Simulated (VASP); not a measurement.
# AlCo (Pm-3m) in VASP: a series of runs

Runs on AlCo. Level: PBE. Tasks: single point.

Program: VASP 6.6.1. These are calculated values, not measurements. Logs are shortened: lines on timing, memory, paths and dates and some standing lists are left out, and cuts for length are marked.

## 1. The cell of the first run

Symmetry: Pm-3m, No. 221, cubic system. Conventional cell: a = 2.800 Å, b = 2.800 Å, c = 2.800 Å, α = 90.00°, β = 90.00°, γ = 90.00°. Within 3.2 Å of Co (site symmetry m-3m) lie 8 Al at 2.43 Å and 6 Co at 2.80 Å. Al (site symmetry m-3m) has 8 Co at 2.43 Å and 6 Al at 2.80 Å within 3.2 Å.

## 2. Single point, PBE, collinear spin, ferromagnetic start

INCAR reads:

```
PREC     = Accurate       # precision mode
ENCUT    = 520            # plane-wave cutoff, eV
EDIFF    = 1E-7           # SCF threshold, eV
ISMEAR   = -1             # smearing method
SIGMA    = 0.05           # smearing width, eV
LREAL    = F              # projectors in reciprocal space
LASPH    = T              # aspherical terms in the spheres
NELM     = 150            # most SCF steps
ALGO     = Normal         # electronic algorithm
ISIF     = 2              # what is computed and relaxed
LWAVE    = F              # write WAVECAR
LCHARG   = F              # write CHGCAR
ISPIN    = 2              # spin polarisation
MAGMOM   = 2 0            # initial moments
LORBIT   = 11             # projections on sites
LMAXMIX  = 4              # l up to which the mixer works
GGA      = PE             # functional
NBANDS   = 17             # bands
```

KPOINTS reads:

```
regular mesh
0
Gamma
  9 9 9
```

POSCAR reads:

```
AlCo
1.0
    2.8004804707      0.0000000000      0.0000000000
    0.0000000000      2.8004804707      0.0000000000
    0.0000000000      0.0000000000      2.8004804707
Co Al
1 1
Direct
    0.5000000000      0.5000000000      0.5000000000
    0.0000000000      0.0000000000      0.0000000000
```

Potentials or basis: VASP PAW PBE potentials, release 64 (Co, Al).

Run with:

```bash
$ cat potpaw_PBE.64/Co/POTCAR potpaw_PBE.64/Al/POTCAR > POTCAR
$ mpirun -np 1 vasp_std > vasp.out
```

OUTCAR:

```text
PREC = Accurate
   ENCUT = 520
   EDIFF = 1E-7
   ISMEAR = -1
   LREAL = F
   LASPH = T
   NELM = 150
   ISIF = 2
   ISPIN = 2
   LORBIT = 11
   GGA = PE

 ion  position               nearest neighbor table
   1  0.500  0.500  0.500-   2 2.43   2 2.43   2 2.43   2 2.43   2 2.43   2 2.43   2 2.43   2 2.43

   2  0.000  0.000  0.000-   1 2.43   1 2.43   1 2.43   1 2.43   1 2.43   1 2.43   1 2.43   1 2.43

  LATTYP: Found a simple cubic cell.
 ALAT       =     2.8004804707

  Lattice vectors:

 A1 = (   2.8004804707,   0.0000000000,   0.0000000000)
 A2 = (   0.0000000000,   2.8004804707,   0.0000000000)
 A3 = (   0.0000000000,   0.0000000000,   2.8004804707)

Analysis of symmetry for initial positions (statically):
=====================================================================
 Subroutine PRICEL returns:
 Original cell was already a primitive cell.

 Routine SETGRP: Setting up the symmetry group for a
 simple cubic supercell.

 Subroutine GETGRP returns: Found 48 space group operations
 (whereof 48 operations were pure point group operations)
 out of a pool of 48 trial point group operations.

The static configuration has the point symmetry O_h .

Analysis of symmetry for dynamics (positions and initial velocities):
=====================================================================
 Subroutine PRICEL returns:
 Original cell was already a primitive cell.

 Routine SETGRP: Setting up the symmetry group for a
 simple cubic supercell.

 Subroutine GETGRP returns: Found 48 space group operations
 (whereof 48 operations were pure point group operations)
 out of a pool of 48 trial point group operations.

The dynamic configuration has the point symmetry O_h .

Analysis of structural, dynamic, and magnetic symmetry:
=====================================================================
 Subroutine PRICEL returns:
 Original cell was already a primitive cell.

 Routine SETGRP: Setting up the symmetry group for a
 simple cubic supercell.

 Subroutine GETGRP returns: Found 48 space group operations
 (whereof 48 operations were pure point group operations)
 out of a pool of 48 trial point group operations.

The overall configuration has the point symmetry O_h .

 Subroutine INISYM returns: Found 48 space group operations
 (whereof 48 operations are pure point group operations),
 and found     1 'primitive' translations

----------------------------------------------------------------------------------------

                                     Primitive cell

  volume of cell :      21.9633

  direct lattice vectors                    reciprocal lattice vectors
     2.800480471  0.000000000  0.000000000     0.357081583  0.000000000  0.000000000
     0.000000000  2.800480471  0.000000000     0.000000000  0.357081583  0.000000000
     0.000000000  0.000000000  2.800480471     0.000000000  0.000000000  0.357081583

  length of vectors
     2.800480471  2.800480471  2.800480471     0.357081583  0.357081583  0.357081583

  position of ions in fractional coordinates (direct lattice)
     0.500000000  0.500000000  0.500000000
     0.000000000  0.000000000  0.000000000

  ion indices of the primitive-cell ions
   primitive index   ion index
                 1           1
                 2           2

----------------------------------------------------------------------------------------

 KPOINTS: regular mesh

Automatic generation of k-mesh.
 Grid dimensions read from file:
 generate k-points for:    9    9    9

 Generating k-lattice:

  Cartesian coordinates                     Fractional coordinates (reciprocal lattice)
     0.039675731  0.000000000  0.000000000     0.111111111  0.000000000  0.000000000
     0.000000000  0.039675731  0.000000000     0.000000000  0.111111111  0.000000000
     0.000000000  0.000000000  0.039675731     0.000000000  0.000000000  0.111111111

  Length of vectors
     0.039675731  0.039675731  0.039675731

  Shift w.r.t. Gamma in fractional coordinates (k-lattice)
     0.000000000  0.000000000  0.000000000

 Subroutine IBZKPT returns following result:
 ===========================================

 Found     35 irreducible k-points:

 Following reciprocal coordinates:
            Coordinates               Weight
  0.000000  0.000000  0.000000      1.000000
  0.111111  0.000000  0.000000      6.000000
  0.222222  0.000000  0.000000      6.000000
  0.333333  0.000000  0.000000      6.000000
  0.444444  0.000000  0.000000      6.000000
  0.111111  0.111111  0.000000     12.000000
[... 16 lines left out ...]
  0.333333  0.333333  0.111111     24.000000
  0.444444  0.333333  0.111111     48.000000
 [... further k-points ...]
   k-points           NKPTS =     35   k-points in BZ     NKDIM =     35   number of bands    NBANDS=     17
   number of dos      NEDOS =    301   number of ions     NIONS =      2
   total plane-waves  NPLWV =  13824
   dimension x,y,z NGX =    24 NGY =   24 NGZ =   24
   dimension x,y,z NGXF=    48 NGYF=   48 NGZF=   48
   ions per type =               1   1
   NGX,Y,Z   is equivalent  to a cutoff of  14.25, 14.25, 14.25 a.u.
   NGXF,Y,Z  is equivalent  to a cutoff of  28.49, 28.49, 28.49 a.u.
 SYSTEM =  unknown system
   PREC   = accura    normal or accurate (medium, high low for compatibility)
   ISTART =      0    job   : 0-new  1-cont  2-samecut
   ICHARG =      2    charge: 1-file 2-atom 10-const
   ISPIN  =      2    spin polarized calculation?
   LNONCOLLINEAR =      F non collinear calculations
   LSORBIT =      F    spin-orbit coupling
   LASPH  =      T    aspherical Exc in radial PAW
   ENCUT  =  520.0 eV  38.22 Ry    6.18 a.u.   5.21  5.21  5.21*2*pi/ulx,y,z
   NELM   =    150;   NELMIN=  2; NELMDL= -5     # of ELM steps
   EDIFF  = 0.1E-06   stopping-criterion for ELM
   LREAL  =      F    real-space projection
   EDIFFG = 0.1E-05   stopping-criterion for IOM
   NSW    =      0    number of steps for IOM
   IBRION =     -1    ionic relax: 0-MD 1-quasi-New 2-CG
   NFREE  =      0    steps in history (QN), initial steepest desc. (CG)
   ISIF   =      2    stress and relaxation
   ISYM   =      2    0-nonsym 1-usesym 2-fastsym
   POTIM  = 0.5000    time-step for ionic-motion
   TEBEG  =    0.0;   TEEND  =   0.0 temperature during run
   PSTRESS=    0.0 pullay stress
   NELECT =      12.0000    total number of electrons
   NUPDOWN=      -1.0000    fix difference up-down
   EMIN   =  10.00;   EMAX   =-10.00  energy-range for DOS
   EFERMI =   0.00;   METHOD = LEGACY
   ISMEAR =    -1;   SIGMA  =   0.05  broadening in eV -4-tet -1-fermi 0-gaus
   EFERMI_NEDOS =   21; number of points for ismear=-14 and -15
   IALGO  =     38    algorithm
   IMIX   =      4    mixing-type and parameters
     AMIX     =   0.40;   BMIX     =  1.00
     AMIX_MAG =   1.60;   BMIX_MAG =  1.00
  volume/ion in A,a.u.               =      10.98        74.11
  Fermi-wavevector in a.u.,A,eV,Ry     =   1.338349  2.529113 24.370455  1.791178
  Thomas-Fermi vector in A             =   2.466826
   LORBIT       =     11    0 simple, 1 ext, 2 COOP (PROOUT), +10 PAW based schemes
   GGA     = PE    functional components
   LHFCALC =     F    Hartree Fock is set to
   AEXX    =    0.0000 exact exchange contribution
   IVDW    =     0    specifies the selected vdW correction
   LEPSILON=     F    determine dielectric tensor
   LRPA    =     F    only Hartree local field effects (RPA)
 spin polarized calculation
  energy-cutoff  :      520.00
  volume of cell :       21.96
 maximum number of plane-waves:       619
 NGX is ok and might be reduce to    24
   NGX = 11   NGY = 11   NGZ = 11

 number of electron      11.9999999 magnetization      -0.0056254

 number of electron      11.9999999 magnetization       0.0000031

 Free energy of the ion-electron system (eV)
  ---------------------------------------------------
  ext. energy  EPLUGINS =         0.00000000
  ---------------------------------------------------
  free energy    TOTEN  =       -11.95520512 eV

  energy without entropy =      -11.95113222  energy(sigma->0) =      -11.95316867

 E-fermi :  11.2982     XC(G=0): -12.5231

 val. band max:       11.2445777886   @ k =   0.4444   0.4444   0.1111
 cond. band min:      11.4223364477   @ k =   0.4444   0.3333   0.0000
 fundamental gap:      0.1777586591
 Fermi energy:        11.2981673083

 spin component 1

 k-point     1 :       0.0000    0.0000    0.0000
  band No.  band energies     occupation
      1      -0.1389      1.00000
      2       8.0966      1.00000
      3       8.0966      1.00000
      4      10.3950      1.00000
      5      10.3950      1.00000
      6      10.3950      1.00000
[... 9 lines left out ...]
     16      35.4858      0.00000
     17      35.4858      0.00000
[... 441 lines left out ...]
 k-point    24 :       0.4444    0.3333    0.1111
  band No.  band energies     occupation
      1       5.1571      1.00000
      2       6.8576      1.00000
      3       8.4216      1.00000
      4       9.0820      1.00000
      5       9.8596      1.00000
      6       9.9964      1.00000
[... 9 lines left out ...]
     16      33.5742      0.00000
     17      35.1287      0.00000

 [... further k-points ...]

 spin component 2

 k-point     1 :       0.0000    0.0000    0.0000
  band No.  band energies     occupation
      1      -0.1390      1.00000
      2       8.0967      1.00000
      3       8.0967      1.00000
      4      10.3950      1.00000
      5      10.3950      1.00000
      6      10.3950      1.00000
[... 9 lines left out ...]
     16      35.4858      0.00000
     17      35.4858      0.00000
[... 441 lines left out ...]
 k-point    24 :       0.4444    0.3333    0.1111
  band No.  band energies     occupation
      1       5.1571      1.00000
      2       6.8576      1.00000
      3       8.4216      1.00000
      4       9.0820      1.00000
      5       9.8596      1.00000
      6       9.9964      1.00000
[... 9 lines left out ...]
     16      33.5742      0.00000
     17      35.1287      0.00000

 [... further k-points ...]
[... 5 lines left out ...]
  --------------------------------------------------------------------------------------
  -------------------------------------------------------------------------------------
  Total        1.4935860      1.4935860      1.4935860      0.0000000     -0.0000000     -0.0000000
  in kB      108.9539999    108.9539999    108.9539999      0.0000000     -0.0000000     -0.0000000
  external PRESSURE =     108.9539999 kB  Pullay stress =       0.0000000 kB

 VOLUME and BASIS-vectors are now :
 -----------------------------------------------------------------------------
  energy-cutoff  :      520.00
  volume of cell :       21.96
      direct lattice vectors                 reciprocal lattice vectors
     2.800480471  0.000000000  0.000000000     0.357081583  0.000000000  0.000000000
     0.000000000  2.800480471  0.000000000     0.000000000  0.357081583  0.000000000
     0.000000000  0.000000000  2.800480471     0.000000000  0.000000000  0.357081583

 POSITION                                       TOTAL-FORCE (eV/Angst)
 -----------------------------------------------------------------------------------
      1.40024      1.40024      1.40024         0.000000      0.000000      0.000000
      0.00000      0.00000      0.00000         0.000000      0.000000      0.000000
 -----------------------------------------------------------------------------------
    total drift:                                0.000000     -0.000000     -0.000000

  FREE ENERGIE OF THE ION-ELECTRON SYSTEM (eV)
  ---------------------------------------------------
  free  energy   TOTEN  =       -11.9552051217 eV

  energy  without entropy=      -11.9511322211  energy(sigma->0) =      -11.95316867

 total charge

# of ion       s       p       d       tot
------------------------------------------
    1        0.454   0.552   7.548   8.555
    2        0.402   0.453   0.000   0.854
--------------------------------------------------
tot          0.856   1.005   7.548   9.409

 magnetization (x)

# of ion       s       p       d       tot
------------------------------------------
    1       -0.000  -0.000   0.000   0.000
    2       -0.000  -0.000   0.000  -0.000
--------------------------------------------------
tot         -0.000  -0.000   0.000   0.000
```

Run time: 11 s. Hardware: 1 thread of Intel Xeon 6975P-C (Granite Rapids), shared host; peak memory 0.15 GiB.

What came out:

```
Free energy                                           : -11.9552 eV
Pressure                                              : 10.9 GPa
Band gap on the k mesh                                : zero (filled and empty bands overlap)
Net moment                                            : 0.00 μB per cell
Valence electrons inside the program's atomic spheres : Co 8.55; Al 0.85
```

Caveat: the starting moments collapsed, and a magnetic state may lie lower.

## 3. Single point, PBE, collinear spin, ferromagnetic start

This run uses another cell than the first one, of 11.21 Å³/atom, 1.020 times its volume.

Edit INCAR of step 2 so:

```diff
@@ -5,4 +5,4 @@
 SIGMA    = 0.05           # smearing width, eV
-LREAL    = F              # projectors in reciprocal space
-LASPH    = T              # aspherical terms in the spheres
+LREAL    = False          # projectors in reciprocal space
+LASPH    = True           # aspherical terms in the spheres
 NELM     = 150            # most SCF steps
@@ -10,4 +10,4 @@
 ISIF     = 2              # what is computed and relaxed
-LWAVE    = F              # write WAVECAR
-LCHARG   = F              # write CHGCAR
+LWAVE    = False          # write WAVECAR
+LCHARG   = False          # write CHGCAR
 ISPIN    = 2              # spin polarisation
```

KPOINTS reads:

```
Automatic mesh
0
Gamma
  9 9 9
```

POSCAR reads:

```
AlCo
1.0
    2.8194032100      0.0000000000      0.0000000000
    0.0000000000      2.8194032100      0.0000000000
    0.0000000000      0.0000000000      2.8194032100
Co Al
1 1
Direct
    0.5000000000      0.5000000000      0.5000000000
    0.0000000000      0.0000000000      0.0000000000
```

Potentials or basis: VASP PAW PBE potentials, release 64 (Co, Al).

Run with:

```bash
$ cat potpaw_PBE.64/Co/POTCAR potpaw_PBE.64/Al/POTCAR > POTCAR
$ mpirun -np 1 vasp_std > vasp.out
```

Run time: 11 s. Hardware: 1 thread of Intel Xeon 6975P-C (Granite Rapids), shared host; peak memory 0.15 GiB.

Results (log left out):

```
Free energy                                           : -11.9795 eV
Pressure                                              : 6.5 GPa
Band gap on the k mesh                                : zero (filled and empty bands overlap)
Net moment                                            : 0.00 μB per cell
Valence electrons inside the program's atomic spheres : Co 8.51; Al 0.84
```

Levels at points of the mesh, in eV from the Fermi level:
Spin up:
```csv
k point,band 3,band 4,band 5,band 6,band 7,band 8,band 9,band 10
"(0.00, 0.00, 0.00)",-3.10,-0.88,-0.88,-0.88,6.13,6.13,6.13,8.87
```
Spin down:
```csv
k point,band 2,band 3,band 4,band 5,band 6,band 7,band 8,band 9,band 10,band 11
"(0.00, 0.00, 0.00)",-3.10,-3.10,-0.88,-0.88,-0.88,6.13,6.13,6.13,8.87,8.87
```

Caveat: the starting moments collapsed, and a magnetic state may lie lower.

## 4. Single point, PBE, collinear spin, ferromagnetic start

This run uses another cell than the first one, of 11.43 Å³/atom, 1.041 times its volume.

INCAR reads:

```
PREC = Accurate
ENCUT = 520
EDIFF = 1E-6
ISMEAR = -1
SIGMA = 0.05
LREAL = False
LASPH = True
NELM = 150
ALGO = Fast
ISIF = 2
LWAVE = False
LCHARG = False
ISPIN = 2
MAGMOM = 2 0
LORBIT = 11
LMAXMIX = 4
GGA = PE
NBANDS = 17
```

KPOINTS reads:

```
regular mesh
0
Gamma
  9 9 9
```

POSCAR reads:

```
AlCo
1.0
    2.8380752986      0.0000000000      0.0000000000
    0.0000000000      2.8380752986      0.0000000000
    0.0000000000      0.0000000000      2.8380752986
Co Al
1 1
Direct
    0.5000000000      0.5000000000      0.5000000000
    0.0000000000      0.0000000000      0.0000000000
```

Run with:

```bash
$ cat potpaw_PBE.64/Co/POTCAR potpaw_PBE.64/Al/POTCAR > POTCAR
$ mpirun -np 1 vasp_std > vasp.out
```

It took 11 s on 1 thread of Intel Xeon 6975P-C (Granite Rapids), shared host; peak memory 0.16 GiB.

Results (log left out):

- Free energy: -11.9922 eV
- Pressure: 2.3 GPa
- Band gap on the k mesh: zero (filled and empty bands overlap)
- Net moment: 0.00 μB per cell
- Valence electrons inside the program's atomic spheres: Co 8.47; Al 0.83

Levels at points of the mesh, in eV from the Fermi level:
Spin up:
```
           k point  band 4  band 5  band 6  band 7  band 8  band 9
(0.00, 0.00, 0.00)   -0.85   -0.85   -0.85    6.03    6.03    6.03
```
Spin down:
| k point | band 4 | band 5 | band 6 | band 7 | band 8 | band 9 |
| --- | --- | --- | --- | --- | --- | --- |
| (0.00, 0.00, 0.00) | -0.85 | -0.85 | -0.85 | 6.03 | 6.03 | 6.03 |

Caveat: the starting moments collapsed, and a magnetic state may lie lower.

## 5. Single point, PBE, collinear spin, ferromagnetic start

This run uses another cell than the first one, of 11.65 Å³/atom, 1.061 times its volume.

INCAR reads:

```
SYSTEM = AlCo
PREC = Accurate ; ENCUT = 520
EDIFF = 1E-7 ; ISMEAR = -1
SIGMA = 0.05 ; LREAL = .FALSE.
LASPH = .TRUE. ; NELM = 150
ALGO = Normal ; ISIF = 2
LWAVE = .FALSE. ; LCHARG = .TRUE.
ISPIN = 2 ; MAGMOM = 2 0
LORBIT = 11 ; LMAXMIX = 4
GGA = PE ; LELF = .TRUE.
LVHAR = .TRUE. ; NBANDS = 17
```

KPOINTS reads:

```
Automatic mesh
0
G
  9 9 9
  0 0 0
```

POSCAR reads:

```
AlCo
1.0
    2.8565048754      0.0000000000      0.0000000000
    0.0000000000      2.8565048754      0.0000000000
    0.0000000000      0.0000000000      2.8565048754
Co Al
1 1
Direct
    0.5000000000      0.5000000000      0.5000000000
    0.0000000000      0.0000000000      0.0000000000
```

Run with:

```bash
$ cat potpaw_PBE.64/Co/POTCAR potpaw_PBE.64/Al/POTCAR > POTCAR
$ mpirun -np 1 vasp_std > vasp.out
```

It took 10 s on 1 thread of Intel Xeon 6975P-C (Granite Rapids), shared host; peak memory 0.16 GiB.

It converged, with:

```yaml
Free_energy: -11.9944 eV
Pressure: -0.9 GPa
Band_gap_on_the_k_mesh: zero (filled and empty bands overlap)
Net_moment: 0.00 μB per cell
Valence_electrons_inside_the_program's_atomic_spheres: Co 8.44; Al 0.82
```

Levels at points of the mesh, in eV from the Fermi level:
Spin up:
| k point | band 3 | band 4 | band 5 | band 6 | band 7 | band 8 | band 9 | band 10 |
| --- | --- | --- | --- | --- | --- | --- | --- | --- |
| (0.00, 0.00, 0.00) | -2.92 | -0.82 | -0.82 | -0.82 | 5.94 | 5.94 | 5.94 | 8.72 |
Spin down:
```tsv
k point	band 2	band 3	band 4	band 5	band 6	band 7	band 8	band 9	band 10	band 11
(0.00, 0.00, 0.00)	-2.92	-2.92	-0.82	-0.82	-0.82	5.94	5.94	5.94	8.72	8.72
```

Caveat: the starting moments collapsed, and a magnetic state may lie lower.
